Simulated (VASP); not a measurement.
# N (Pa-3) in VASP: notebook

N is run at these levels: r2SCAN, r2SCAN+rVV10; tasks: single point, relaxation of cell and atoms.

Everything below comes from runs of VASP 6.6.1. Logs are shortened: lines on timing, memory, paths and dates and some standing lists are left out, and cuts for length are marked.

### 1 The cell of the first run

It takes space group Pa-3 (No. 205, cubic). Conventional cell: a = 5.478 Å, b = 5.478 Å, c = 5.478 Å, α = 90.00°, β = 90.00°, γ = 90.00°. Within 1.5 Å of N (site symmetry 3) lie 1 N at 1.09 Å.

### 2 Single point, r2SCAN

POSCAR reads:

```
N
1.0
    5.4776487699      0.0000000000      0.0000000000
    0.0000000000      5.4776487699      0.0000000000
    0.0000000000      0.0000000000      5.4776487699
N
8
Direct
    0.0576092967      0.0576092967      0.0576092967
    0.4423907033      0.9423907033      0.5576092967
    0.5576092967      0.4423907033      0.9423907033
    0.9423907033      0.5576092967      0.4423907033
    0.9423907033      0.9423907033      0.9423907033
    0.5576092967      0.0576092967      0.4423907033
    0.4423907033      0.5576092967      0.0576092967
    0.0576092967      0.4423907033      0.5576092967
```

INCAR.step1 reads:

```
PREC = Accurate
ENCUT = 520
ISMEAR = 0
SIGMA = 0.01
LREAL = False
LASPH = True
NELM = 60
NBANDS = 30
GGA = PE
ALGO = Normal
EDIFF = 1E-4
LWAVE = True
LCHARG = False
```

INCAR.step2 reads:

```
PREC = Accurate
ENCUT = 520
EDIFF = 1E-6
ISMEAR = 0
SIGMA = 0.01
LREAL = False
LASPH = True
NELM = 60
ALGO = Normal
ISIF = 2
LWAVE = False
LCHARG = False
METAGGA = R2SCAN
LMIXTAU = True
NBANDS = 30
ISTART = 1
```

KPOINTS reads:

```
regular mesh
0
Gamma
  6 6 6
```

Potentials or basis: VASP PAW PBE potentials, release 64 (N).

On the command line:

```console
$ cat potpaw_PBE.64/N/POTCAR > POTCAR
$ cp INCAR.step1 INCAR
$ mpirun -np 1 vasp_std > vasp.out
$ cp INCAR.step2 INCAR
$ mpirun -np 1 vasp_std > vasp.out
```

OUTCAR:

```text
PREC = Accurate
   ENCUT = 520
   EDIFF = 1E-6
   ISMEAR = 0
   LREAL = False
   LASPH = True
   NELM = 60
   ISIF = 2
   METAGGA = R2SCAN
   ISTART = 1

 ion  position               nearest neighbor table
   1  0.058  0.058  0.058-   5 1.09
   2  0.442  0.942  0.558-   6 1.09
   3  0.558  0.442  0.942-   7 1.09
   4  0.942  0.558  0.442-   8 1.09
   5  0.942  0.942  0.942-   1 1.09
   6  0.558  0.058  0.442-   2 1.09
   7  0.442  0.558  0.058-   3 1.09
   8  0.058  0.442  0.558-   4 1.09

  LATTYP: Found a simple cubic cell.
 ALAT       =     5.4776487699

  Lattice vectors:

 A1 = (   5.4776487699,   0.0000000000,   0.0000000000)
 A2 = (   0.0000000000,   5.4776487699,   0.0000000000)
 A3 = (   0.0000000000,   0.0000000000,   5.4776487699)

Analysis of symmetry for initial positions (statically):
=====================================================================
 Subroutine PRICEL returns:
 Original cell was already a primitive cell.

 Routine SETGRP: Setting up the symmetry group for a
 simple cubic supercell.

 Subroutine GETGRP returns: Found 24 space group operations
 (whereof  6 operations were pure point group operations)
 out of a pool of 48 trial point group operations.

The static configuration has the point symmetry S_6 .
 The point group associated with its full space group is T_h .

Analysis of symmetry for dynamics (positions and initial velocities):
=====================================================================
 Subroutine PRICEL returns:
 Original cell was already a primitive cell.

 Routine SETGRP: Setting up the symmetry group for a
 simple cubic supercell.

 Subroutine GETGRP returns: Found 24 space group operations
 (whereof  6 operations were pure point group operations)
 out of a pool of 48 trial point group operations.

The dynamic configuration has the point symmetry S_6 .
 The point group associated with its full space group is T_h .

 Subroutine INISYM returns: Found 24 space group operations
 (whereof  6 operations are pure point group operations),
 and found     1 'primitive' translations

----------------------------------------------------------------------------------------
[... 104 lines left out ...]
   EDIFF  = 0.1E-05   stopping-criterion for ELM
   LREAL  =      F    real-space projection
   EDIFFG = 0.1E-04   stopping-criterion for IOM
   NSW    =      0    number of steps for IOM
   IBRION =     -1    ionic relax: 0-MD 1-quasi-New 2-CG
   NFREE  =      0    steps in history (QN), initial steepest desc. (CG)
   ISIF   =      2    stress and relaxation
   ISYM   =      2    0-nonsym 1-usesym 2-fastsym
   POTIM  = 0.5000    time-step for ionic-motion
   TEBEG  =    0.0;   TEEND  =   0.0 temperature during run
   PSTRESS=    0.0 pullay stress
   NELECT =      40.0000    total number of electrons
   NUPDOWN=      -1.0000    fix difference up-down
   EMIN   =  10.00;   EMAX   =-10.00  energy-range for DOS
   EFERMI =   0.00;   METHOD = LEGACY
   ISMEAR =     0;   SIGMA  =   0.01  broadening in eV -4-tet -1-fermi 0-gaus
   EFERMI_NEDOS =   21; number of points for ismear=-14 and -15
   IALGO  =     38    algorithm
   IMIX   =      4    mixing-type and parameters
     AMIX     =   0.40;   BMIX     =  1.00
     AMIX_MAG =   1.60;   BMIX_MAG =  1.00
  volume/ion in A,a.u.               =      20.54       138.64
  Fermi-wavevector in a.u.,A,eV,Ry     =   1.022117  1.931521 14.214324  1.044723
  Thomas-Fermi vector in A             =   2.155779
   LORBIT       =      0    0 simple, 1 ext, 2 COOP (PROOUT), +10 PAW based schemes
   METAGGA = R2SCAN    functional components
   LHFCALC =     F    Hartree Fock is set to
   AEXX    =    0.0000 exact exchange contribution
   IVDW    =     0    specifies the selected vdW correction
   LEPSILON=     F    determine dielectric tensor
   LRPA    =     F    only Hartree local field effects (RPA)
 non-spin polarized calculation
 Gauss-broadening in eV      SIGMA  =   0.01
  energy-cutoff  :      520.00
  volume of cell :      164.35
 maximum number of plane-waves:      4468
 NGX is ok and might be reduce to    42
   NGX = 21   NGY = 21   NGZ = 21

 number of electron      39.9999990 magnetization

 Free energy of the ion-electron system (eV)
  ---------------------------------------------------
  ext. energy  EPLUGINS =         0.00000000
  ---------------------------------------------------
  free energy    TOTEN  =       -72.90543569 eV

  energy without entropy =      -72.90543569  energy(sigma->0) =      -72.90543569

 E-fermi :  -6.6228     XC(G=0):  -7.0235

 val. band max:       -6.6935028009   @ k =   0.5000   0.0000   0.0000
 cond. band min:       1.2765372364   @ k =   0.0000   0.0000   0.0000
 fundamental gap:      7.9700400373
 Fermi energy:        -6.6228054509

 k-point     1 :       0.0000    0.0000    0.0000
  band No.  band energies     occupation
      1     -26.1717      2.00000
      2     -26.0959      2.00000
      3     -26.0959      2.00000
      4     -26.0959      2.00000
      5     -10.5369      2.00000
      6     -10.5369      2.00000
[... 781 lines left out ...]
     29       7.4469      0.00000
     30       7.4469      0.00000

------------------------ aborting loop because EDIFF is reached ----------------------------------------

  FORCE on cell =-STRESS in cart. coord.  units (eV):
  Direction    XX          YY          ZZ          XY          YZ          ZX
  --------------------------------------------------------------------------------------
  -------------------------------------------------------------------------------------
  Total        3.2716464      3.2716464      3.2716464     -0.0000000      0.0000000      0.0000000
  in kB       31.8929279     31.8929279     31.8929279     -0.0000000      0.0000000      0.0000000
  external PRESSURE =      31.8929279 kB  Pullay stress =       0.0000000 kB

 VOLUME and BASIS-vectors are now :
 -----------------------------------------------------------------------------
  energy-cutoff  :      520.00
  volume of cell :      164.35
      direct lattice vectors                 reciprocal lattice vectors
     5.477648770  0.000000000  0.000000000     0.182560080  0.000000000  0.000000000
     0.000000000  5.477648770  0.000000000     0.000000000  0.182560080  0.000000000
     0.000000000  0.000000000  5.477648770     0.000000000  0.000000000  0.182560080

 POSITION                                       TOTAL-FORCE (eV/Angst)
 -----------------------------------------------------------------------------------
      0.31556      0.31556      0.31556         1.296855      1.296855      1.296855
      2.42326      5.16209      3.05439        -1.296855     -1.296855      1.296855
      3.05439      2.42326      5.16209         1.296855     -1.296855     -1.296855
      5.16209      3.05439      2.42326        -1.296855      1.296855     -1.296855
      5.16209      5.16209      5.16209        -1.296855     -1.296855     -1.296855
      3.05439      0.31556      2.42326         1.296855      1.296855     -1.296855
      2.42326      3.05439      0.31556        -1.296855      1.296855      1.296855
      0.31556      2.42326      3.05439         1.296855     -1.296855      1.296855
 -----------------------------------------------------------------------------------
    total drift:                                0.000000      0.000000      0.000000

  FREE ENERGIE OF THE ION-ELECTRON SYSTEM (eV)
  ---------------------------------------------------
  free  energy   TOTEN  =       -72.9054356935 eV

  energy  without entropy=      -72.9054356935  energy(sigma->0) =      -72.90543569
```

OUTCAR.step1:

```text
PREC = Accurate
   ENCUT = 520
   ISMEAR = 0
   LREAL = False
   LASPH = True
[... 1035 lines left out ...]
      5.16209      5.16209      5.16209        -1.796146     -1.796146     -1.796146
      3.05439      0.31556      2.42326         1.796146      1.796146     -1.796146
      2.42326      3.05439      0.31556        -1.796146      1.796146      1.796146
      0.31556      2.42326      3.05439         1.796146     -1.796146      1.796146
 -----------------------------------------------------------------------------------
    total drift:                                0.000000      0.000000      0.000000

  FREE ENERGIE OF THE ION-ELECTRON SYSTEM (eV)
  ---------------------------------------------------
  free  energy   TOTEN  =       -66.4508637531 eV

  energy  without entropy=      -66.4508637531  energy(sigma->0) =      -66.45086375
```

OSZICAR.step1:

```text
N       E                     dE             d eps       ncg     rms          rms(c)
DAV:   1     0.240616649837E+03    0.24062E+03   -0.18400E+04  1440   0.113E+03
DAV:   2    -0.473542111284E+02   -0.28797E+03   -0.27938E+03  1922   0.274E+02
DAV:   3    -0.697772223153E+02   -0.22423E+02   -0.22218E+02  1644   0.808E+01
DAV:   4    -0.700485377910E+02   -0.27132E+00   -0.27061E+00  1774   0.108E+01
DAV:   5    -0.700508590975E+02   -0.23213E-02   -0.23210E-02  1798   0.905E-01    0.163E+01
DAV:   6    -0.671207055684E+02    0.29302E+01   -0.39598E+00  1622   0.107E+01    0.935E+00
DAV:   7    -0.664658375203E+02    0.65487E+00   -0.25422E+00  1770   0.867E+00    0.267E+00
DAV:   8    -0.664518297985E+02    0.14008E-01   -0.19469E-01  1526   0.253E+00    0.398E-01
DAV:   9    -0.664506596335E+02    0.11702E-02   -0.88260E-03  1596   0.525E-01    0.174E-01
DAV:  10    -0.664508806178E+02   -0.22098E-03   -0.67743E-04  1692   0.183E-01    0.647E-02
DAV:  11    -0.664508637531E+02    0.16865E-04   -0.33844E-05  1080   0.449E-02
   1 F= -.66450864E+02 E0= -.66450864E+02  d E =-.299320E-21
```

Run time: 3.1 min. Hardware: 1 thread of Intel Xeon 6975P-C (Granite Rapids), shared host; peak memory 0.31 GiB.

Results:

```
Free energy            : -72.9054 eV
Pressure               : 3.2 GPa
Largest force          : 2.246 eV/Å
Band gap on the k mesh : 7.97 eV (least direct gap 8.00 eV)
```

Forces in eV/Å, atoms in the order of the input:
```
N    1.297  1.297  1.297
N   -1.297 -1.297  1.297
N    1.297 -1.297 -1.297
N   -1.297  1.297 -1.297
N   -1.297 -1.297 -1.297
N    1.297  1.297 -1.297
N   -1.297  1.297  1.297
N    1.297 -1.297  1.297
```

Caveat: the standard files for N, O and F lose accuracy on very short bonds; the cell stands under pressure; the PAW data sets were made with another functional, which shifts forces and pressure a little.

### 3 Relaxation of cell and atoms, r2SCAN+rVV10

This run uses another cell than the first one, of 22.38 Å³/atom.

POSCAR reads:

```
N
1.0
    5.6360736419      0.0000000000      0.0000000000
    0.0000000000      5.6360736419      0.0000000000
    0.0000000000      0.0000000000      5.6360736419
N
8
Direct
    0.0564159592      0.0564159592      0.0564159592
    0.4435840408      0.9435840408      0.5564159592
    0.5564159592      0.4435840408      0.9435840408
    0.9435840408      0.5564159592      0.4435840408
    0.9435840408      0.9435840408      0.9435840408
    0.5564159592      0.0564159592      0.4435840408
    0.4435840408      0.5564159592      0.0564159592
    0.0564159592      0.4435840408      0.5564159592
```

INCAR.step1 reads:

```
SYSTEM = N
PREC = Accurate
ENCUT = 600
ISMEAR = -1
SIGMA = 0.02
LREAL = .FALSE.
LASPH = .TRUE.
NELM = 100
GGA = PE
ALGO = Normal
EDIFF = 1E-4
LWAVE = .TRUE.
LCHARG = .FALSE.
```

INCAR.step2 reads:

```
SYSTEM = N
PREC = Accurate
ENCUT = 600
EDIFF = 1E-7
ISMEAR = -1
SIGMA = 0.02
LREAL = .FALSE.
LASPH = .TRUE.
NELM = 100
ALGO = Normal
ISIF = 3
LWAVE = .FALSE.
LCHARG = .FALSE.
METAGGA = R2SCAN
LMIXTAU = .TRUE.
LUSE_VDW = .TRUE.
IVDW_NL = 2
BPARAM = 11.95
CPARAM = 0.0093
IBRION = 2
NSW = 80
EDIFFG = -0.005
ISTART = 1
```

KPOINTS reads:

```
regular mesh
0
G
  4 4 4
  0 0 0
```

Potentials or basis: VASP PAW PBE potentials, release 64 (N).

On the command line:

```console
$ cat potpaw_PBE.64/N/POTCAR > POTCAR
$ cp INCAR.step1 INCAR
$ mpirun -np 1 vasp_std > vasp.out
$ cp INCAR.step2 INCAR
$ mpirun -np 1 vasp_std > vasp.out
```

Run time: 32 min. Hardware: 1 thread of Intel Xeon 6975P-C (Granite Rapids), shared host; peak memory 0.76 GiB.

It converged, with:

```yaml
Free_energy: -71.5875 eV
Relaxed_volume: 19.86 Å³/atom
Relaxed_cell: a = 5.416 Å, b = 5.416 Å, c = 5.416 Å, α = 90.00°, β = 90.00°, γ = 90.00°
Space_group_after_relaxing_to_0.1_Å: Pa-3 (No. 205)
Energy_gained_by_relaxing: 4.2 meV/atom
Ionic_steps: 11
Pressure_after_relaxing: 0.0 GPa
Largest_force_after_relaxing: 0.003 eV/Å
Band_gap_on_the_k_mesh: 7.73 eV (least direct gap 7.77 eV)
```

Forces on the atoms (eV/Å):
```
N   -0.002 -0.002 -0.002
N    0.002  0.002 -0.002
N   -0.002  0.002  0.002
N    0.002 -0.002  0.002
N    0.002  0.002  0.002
N   -0.002 -0.002  0.002
N    0.002 -0.002 -0.002
N   -0.002  0.002 -0.002
```

Step by step:
| step | energy change (eV) | largest force (eV/Å) | pressure (GPa) | volume (Å³) |
| --- | --- | --- | --- | --- |
| 1 | 0.0000 | 0.7723 | 0.65 | 179.03 |
| 2 | 1.4810 | 8.9930 | -12.79 | 181.41 |
| 3 | -0.0070 | 0.0400 | -0.40 | 179.17 |
| 4 | -0.0070 | 0.0120 | -0.34 | 179.16 |
| 5 | -0.0070 | 0.0259 | -0.32 | 179.16 |
| 6 | -0.0091 | 0.0274 | -0.31 | 178.23 |
| 7 | -0.0147 | 0.0367 | -0.26 | 175.44 |
| 8 | -0.0242 | 0.0740 | -0.14 | 169.96 |
| 9 | -0.0329 | 0.2238 | 0.31 | 159.34 |
| 10 | -0.0336 | 0.0149 | 0.01 | 158.93 |
| 11 | -0.0336 | 0.0033 | -0.01 | 158.89 |

Final structure:
```yaml
crystal:
  lattice:
    - [5.41624, 0.00000, 0.00000]
    - [0.00000, 5.41624, 0.00000]
    - [0.00000, 0.00000, 5.41624]
  atoms:
    - { symbol: N, position: [0.05894, 0.05894, 0.05894] }
    - { symbol: N, position: [0.44106, 0.94106, 0.55894] }
    - { symbol: N, position: [0.55894, 0.44106, 0.94106] }
    - { symbol: N, position: [0.94106, 0.55894, 0.44106] }
    - { symbol: N, position: [0.94106, 0.94106, 0.94106] }
    - { symbol: N, position: [0.55894, 0.05894, 0.44106] }
    - { symbol: N, position: [0.44106, 0.55894, 0.05894] }
    - { symbol: N, position: [0.05894, 0.44106, 0.55894] }
```

Levels at points of the mesh, in eV from the valence-band top:
| k point | band 16 | band 17 | band 18 | band 19 | band 20 | band 21 | band 22 | band 23 | band 24 | band 25 |
| --- | --- | --- | --- | --- | --- | --- | --- | --- | --- | --- |
| (0.00, 0.00, 0.00) | -1.23 | -1.13 | -0.04 | -0.04 | -0.04 | 7.73 | 7.73 | 7.73 | 8.82 | 8.82 |
| (0.50, 0.00, 0.00) | -1.37 | -0.31 | -0.31 | 0.00 | 0.00 | 8.07 | 8.07 | 8.52 | 8.52 | 8.66 |
| (0.50, 0.50, 0.00) | -1.33 | -0.17 | -0.17 | -0.17 | -0.17 | 8.52 | 8.52 | 8.52 | 8.52 | 8.71 |
| (0.50, 0.50, 0.50) | -1.22 | -0.30 | -0.30 | -0.30 | -0.30 | 8.53 | 8.53 | 8.53 | 8.53 | 8.77 |

Caveat: the standard files for N, O and F lose accuracy on very short bonds; the PAW data sets were made with another functional, which shifts forces and pressure a little.
